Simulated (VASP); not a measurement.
# Au (Fm-3m) in VASP: a series of runs, part 2 of 2

VASP 6.6.1.

## Step 4: Single point, RPBE

The input, INCAR:

```
SYSTEM = Au
PREC = Accurate
ENCUT = 520
EDIFF = 1E-6
ISMEAR = -1
SIGMA = 0.05
LREAL = .False.
LASPH = .True.
NELM = 100
ALGO = Fast
ISIF = 2
LWAVE = .False.
LCHARG = .True.
GGA = RP
LELF = .True.
LVHAR = .True.
NBANDS = 12
```

The input, KPOINTS:

```
regular mesh
0
Gamma
  11 11 11
  0 0 0
```

The input, POSCAR:

```
Au
1.0
    0.0000000000      2.0617793868      2.0617793868
    2.0617793868      0.0000000000      2.0617793868
    2.0617793868      2.0617793868      0.0000000000
Au
1
Direct
    0.0000000000      0.0000000000      0.0000000000
```

Potentials or basis: VASP PAW PBE potentials, release 64 (Au).

On the command line:

```sh
> cat potpaw_PBE.64/Au/POTCAR > POTCAR
> mpirun -np 1 vasp_std > vasp.out
```

OUTCAR:

```text
SYSTEM = Au
   PREC = Accurate
   ENCUT = 520
   EDIFF = 1E-6
   ISMEAR = -1
   LREAL = .False.
   LASPH = .True.
   NELM = 100
   ISIF = 2
   GGA = RP

 ion  position               nearest neighbor table
   1  0.000  0.000  0.000-

  LATTYP: Found a face centered cubic cell.
 ALAT       =     4.1235587736

  Lattice vectors:

 A1 = (   0.0000000000,   2.0617793868,   2.0617793868)
 A2 = (   2.0617793868,   0.0000000000,   2.0617793868)
 A3 = (   2.0617793868,   2.0617793868,   0.0000000000)

Analysis of symmetry for initial positions (statically):
=====================================================================
 Subroutine PRICEL returns:
 Original cell was already a primitive cell.

 Routine SETGRP: Setting up the symmetry group for a
 face centered cubic supercell.

 Subroutine GETGRP returns: Found 48 space group operations
[... 9 lines left out ...]

 Routine SETGRP: Setting up the symmetry group for a
 face centered cubic supercell.

 Subroutine GETGRP returns: Found 48 space group operations
[... 11 lines left out ...]
                                     Primitive cell

  volume of cell :      17.5290

  direct lattice vectors                    reciprocal lattice vectors
     0.000000000  2.061779387  2.061779387    -0.242508972  0.242508972  0.242508972
     2.061779387  0.000000000  2.061779387     0.242508972 -0.242508972  0.242508972
     2.061779387  2.061779387  0.000000000     0.242508972  0.242508972 -0.242508972

  length of vectors
     2.915796371  2.915796371  2.915796371     0.420037861  0.420037861  0.420037861

  position of ions in fractional coordinates (direct lattice)
     0.000000000  0.000000000  0.000000000

  ion indices of the primitive-cell ions
   primitive index   ion index
                 1           1

----------------------------------------------------------------------------------------

 KPOINTS: regular mesh

Automatic generation of k-mesh.
[... 90 lines left out ...]
   LORBIT       =      0    0 simple, 1 ext, 2 COOP (PROOUT), +10 PAW based schemes
   GGA     = RP    functional components
   LHFCALC =     F    Hartree Fock is set to
   AEXX    =    0.0000 exact exchange contribution
   IVDW    =     0    specifies the selected vdW correction
   LEPSILON=     F    determine dielectric tensor
   LRPA    =     F    only Hartree local field effects (RPA)
 non-spin polarized calculation
 RMM-DIIS sequential band-by-band and
  energy-cutoff  :      520.00
  volume of cell :       17.53
 maximum number of plane-waves:       495
 NGX is ok and might be reduce to    24
   NGX = 11   NGY = 11   NGZ = 11

 number of electron      11.0000001 magnetization

 Free energy of the ion-electron system (eV)
  ---------------------------------------------------
  ext. energy  EPLUGINS =         0.00000000
  ---------------------------------------------------
  free energy    TOTEN  =        -2.62418078 eV

  energy without entropy =       -2.62324327  energy(sigma->0) =       -2.62371202

 E-fermi :   9.2037     XC(G=0): -12.4594

 val. band max:        9.0449487918   @ k =   0.4545   0.3636   0.0000
 cond. band min:       9.3322134500   @ k =  -0.4545   0.0909   0.0000
 fundamental gap:      0.2872646582
 Fermi energy:         9.2036902281

 k-point     1 :       0.0000    0.0000    0.0000
  band No.  band energies     occupation
      1      -0.4069      2.00000
      2       4.5687      2.00000
      3       4.5687      2.00000
      4       4.5687      2.00000
      5       6.0002      2.00000
      6       6.0002      2.00000
      7      23.6612      0.00000
      8      27.5269      0.00000
      9      27.5269      0.00000
     10      27.5269      0.00000
     11      32.3200      0.00000
     12      36.6686      0.00000
[... 331 lines left out ...]
 k-point    24 :      -0.1818    0.1818    0.0000
  band No.  band energies     occupation
      1       2.0990      2.00000
      2       3.9980      2.00000
      3       4.7642      2.00000
      4       5.3978      2.00000
      5       5.4332      2.00000
      6       7.1569      2.00000
      7      20.3376      0.00000
      8      22.2242      0.00000
      9      26.6774      0.00000
     10      28.2065      0.00000
     11      30.5914      0.00000
     12      33.2716      0.00000

 [... further k-points ...]

------------------------ aborting loop because EDIFF is reached ----------------------------------------

  FORCE on cell =-STRESS in cart. coord.  units (eV):
  Direction    XX          YY          ZZ          XY          YZ          ZX
  --------------------------------------------------------------------------------------
  -------------------------------------------------------------------------------------
  Total        0.8112790      0.8112790      0.8112790     -0.0000000      0.0000000      0.0000000
  in kB       74.1522308     74.1522308     74.1522308     -0.0000000      0.0000000      0.0000000
  external PRESSURE =      74.1522308 kB  Pullay stress =       0.0000000 kB

 VOLUME and BASIS-vectors are now :
 -----------------------------------------------------------------------------
  energy-cutoff  :      520.00
  volume of cell :       17.53
      direct lattice vectors                 reciprocal lattice vectors
     0.000000000  2.061779387  2.061779387    -0.242508972  0.242508972  0.242508972
     2.061779387  0.000000000  2.061779387     0.242508972 -0.242508972  0.242508972
     2.061779387  2.061779387  0.000000000     0.242508972  0.242508972 -0.242508972

 POSITION                                       TOTAL-FORCE (eV/Angst)
 -----------------------------------------------------------------------------------
      0.00000      0.00000      0.00000         0.000000      0.000000      0.000000
 -----------------------------------------------------------------------------------
    total drift:                               -0.000000      0.000000     -0.000000

  FREE ENERGIE OF THE ION-ELECTRON SYSTEM (eV)
  ---------------------------------------------------
  free  energy   TOTEN  =        -2.6241807758 eV

  energy  without entropy=       -2.6232432698  energy(sigma->0) =       -2.62371202
```

It took 9.5 s on 1 thread of Intel Xeon 6975P-C, shared host; peak memory 0.14 GiB.

What came out:

| Item | Value |
| --- | --- |
| Free energy | -2.6242 eV |
| Pressure | 7.4 GPa |

Caveat: the PAW data sets were made with another functional, which shifts forces and pressure a little; spin-orbit coupling is left out, which moves the levels of the heavy elements.

## Step 5: Overview

| level | cell | gap on the mesh (eV) | pressure (GPa) |
| --- | --- | --- | --- |
| PBEsol+D3(BJ) | a = 2.916 Å, angles 60.0°, 1 atom | none | -10.8 |
| PBEsol+D3(BJ) | a = 2.934 Å, angles 60.0°, 1 atom | none | -13.2 |
| RPBE | a = 2.916 Å, angles 60.0°, 1 atom | none | 7.4 |

Alike in all rows: task single point; potentials or basis VASP PAW PBE potentials, release 64 (Au); no spin polarisation; k mesh 11 × 11 × 11; cutoff (eV) 520; smearing fermi-dirac 0.05 eV.

Caveats: the PAW data sets were made with another functional, which shifts forces and pressure a little; spin-orbit coupling is left out, which moves the levels of the heavy elements; pairwise dispersion overbinds metals, which lowers pressure and volume (some runs).

Total energies depend on the potentials used, so only differences within one code and one set of settings carry meaning.
